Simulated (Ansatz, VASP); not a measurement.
# Two plane-wave programs on Zn

```
Zn
1.0
     0.00000    1.96478    1.96478
     1.96478    0.00000    1.96478
     1.96478    1.96478    0.00000
Zn
1
Direct
  0.00000 0.00000 0.00000
```

Alike in both runs: functional r2SCAN; k mesh 12 × 12 × 12; occupations fermi-dirac, width 0.05 eV; no spin polarisation.

```csv
,VASP,Ansatz
version,VASP 6.6.1,Ansatz 0.2.0
potentials or method,"VASP PAW PBE potentials, release 64 (Zn)",Ansatz PAW
plane-wave cutoff (eV),520,500
valence electrons in the cell,12,12
task,single point,band structure
```

Ansatz gave:

- gap on the k mesh at the Fermi level (eV): none
- pressure (GPa): -4.6

Q: Estimate VASP's values.

A: gap on the k mesh at the Fermi level (eV): none; pressure (GPa): -4.3.

VASP's potentials were made for PBE, not for r2SCAN. A gap of «none» marks a metal or a gap that the smearing closes. With one functional, cell and mesh, what is left measures potentials, basis and numerics.
